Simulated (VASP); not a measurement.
**K2SiB2: single point with PBE**

Crystal: K2SiB2.

```
K Si B
1.0
    -2.52168    3.29235    3.77814
     2.52168   -3.29235    3.77814
     2.52168    3.29235   -3.77814
K Si B
2 1 2
Direct
  0.26545 0.26545 0.00000
  0.73455 0.73455 0.00000
  0.50000 0.00000 0.50000
  0.15625 0.00000 0.15625
  0.84375 0.00000 0.84375
```

The cell was built from a structure type or drawn by symmetry, and may not be a known phase.

```yaml
Program: VASP 6.6.1
Task: single point
Functional: PBE
Potentials_or_basis: VASP PAW PBE potentials, release 64 (K_sv, Si, B)
Cutoff: 520 eV
k_mesh: 4 × 4 × 4
Occupations: gaussian, width 0.1 eV
Spin: no spin polarisation
Dipole_correction: no
Further_INCAR_settings: ALGO = Normal; EDIFF = 1e-07; NBANDS = 22
```

- Pressure: 5.7 GPa
- Largest force: 4.031 eV/Å
- Band gap on the k mesh: zero (bands 14 and 15 overlap by 1.59 eV)

Forces in eV/Å, atoms in the order of the input:
```
K    0.000  0.000  4.031
K    0.000  0.000 -4.031
Si   0.000  0.000  0.000
B    0.000  1.260  0.000
B    0.000 -1.260  0.000
```

Stress tensor (GPa, compression positive):
```
  5.14   0.00   0.00
  0.00 -16.04   0.00
  0.00   0.00  28.13
```

Levels at points of the mesh, in eV from the Fermi level:
| k point | band 10 | band 11 | band 12 | band 13 | band 14 | band 15 | band 16 | band 17 | band 18 | band 19 |
| --- | --- | --- | --- | --- | --- | --- | --- | --- | --- | --- |
| (0.00, 0.00, 0.00) | -5.21 | -4.65 | -1.39 | -0.44 | 1.01 | 1.09 | 1.28 | 2.09 | 2.09 | 2.80 |
| (0.50, 0.00, 0.00) | -6.28 | -2.74 | -1.36 | -0.85 | -0.43 | -0.42 | 0.40 | 2.25 | 3.44 | 4.12 |
| (0.00, 0.50, 0.00) | -5.08 | -4.83 | -1.98 | -0.46 | 0.88 | 0.93 | 1.00 | 1.57 | 2.69 | 3.02 |
| (0.50, 0.50, 0.00) | -6.34 | -2.80 | -1.28 | -1.05 | -0.91 | -0.46 | 0.53 | 2.84 | 3.14 | 4.74 |
| (0.50, 0.50, 0.50) | -5.29 | -5.03 | -1.61 | -0.80 | 1.02 | 1.11 | 1.51 | 2.07 | 2.60 | 2.75 |

It took 80 s on 1 thread of Intel(R) Xeon(R) Platinum 8488C (Sapphire Rapids) (shared host), peak memory 0.26 GiB.

Caveat: the k points lie up to 0.37 Å⁻¹ apart, too coarse for converged energies and pressures of a metal; forces of over 1 eV/Å act on the atoms, so gaps and moduli don't describe the material at rest.
